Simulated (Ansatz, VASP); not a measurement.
**Si2Sn in VASP and in Ansatz**

INCAR

```
SYSTEM = Si2Sn
ALGO = Normal
EDIFF = 1E-6
ENCUT = 520
GGA = PE
ISIF = 2
ISMEAR = 0
LASPH = .True.
LCHARG = .True.
LELF = .True.
LREAL = .False.
LVHAR = .True.
LWAVE = .False.
NBANDS = 31
NELM = 60
PREC = Accurate
SIGMA = 0.1
```

File KPOINTS:

```
k-points
0
Gamma
  6 6 4
  0 0 0
```

File POSCAR:

```
Si2Sn
1.0
    5.2446135200      0.0000000000      0.0000000000
   -2.6223067600      4.5419685400      0.0000000000
    0.0000000000      0.0000000000      4.9086043300
Si Sn
4 2
Direct
    0.0000000000      0.0000000000      0.5000000000
    0.3333333300      0.3333333300      0.0000000000
    0.0000000000      0.6666666700      0.0000000000
    0.6666666700      0.0000000000      0.0000000000
    0.6666666700      0.3333333300      0.5000000000
    0.3333333300      0.6666666700      0.5000000000
```

Input for Ansatz:

```yaml
crystal:
  lattice:
    - [5.24461352, 0.0, 0.0]
    - [-2.62230676, 4.54196854, 0.0]
    - [0.0, 0.0, 4.90860433]
  atoms:
    - { symbol: Si, position: [0.0, 0.0, 0.5] }
    - { symbol: Si, position: [0.33333333, 0.33333333, 0.0] }
    - { symbol: Si, position: [0.0, 0.66666667, 0.0] }
    - { symbol: Si, position: [0.66666667, 0.0, 0.0] }
    - { symbol: Sn, position: [0.66666667, 0.33333333, 0.5] }
    - { symbol: Sn, position: [0.33333333, 0.66666667, 0.5] }
basis:
  ecutwfc: 420
kpoints:
  mp_grid: { grid: [6, 6, 4] }
hamiltonian:
  xc: pbe
scf:
  occupations: { method: gaussian, width: 0.1 }
  lower_state_search: "off"
output:
  forces: true
  stress: true
  eigenvalues: true
```

Alike in both runs: task single point; functional PBE; k mesh 6 × 6 × 4; occupations gaussian, width 0.1 eV; no spin polarisation.

|  | VASP | Ansatz |
| --- | --- | --- |
| version | VASP 6.6.1 | Ansatz 0.2.0 |
| potentials or method | VASP PAW PBE potentials, release 64 (Si, Sn_d), cutoff 520 eV | scalar-relativistic, plane waves, PAW |
| valence electrons in the cell | 44 | 44 |

```csv
,VASP,Ansatz,Ansatz less VASP
gap on the k mesh at the Fermi level (eV),none,none,-
pressure (GPa),-0.3,-0.3,+0.03
"traceless stress, the component that is largest in VASP (GPa)",-0.32,-0.32,-0.002
rms of the force components (eV/Å),0.191,0.192,+0.0002
```

Atom by atom the forces differ by 0.000 eV/Å (rms over components). A gap of «none» marks a metal or a gap that the smearing closes. With one functional, cell and mesh, what is left measures potentials, basis and numerics.
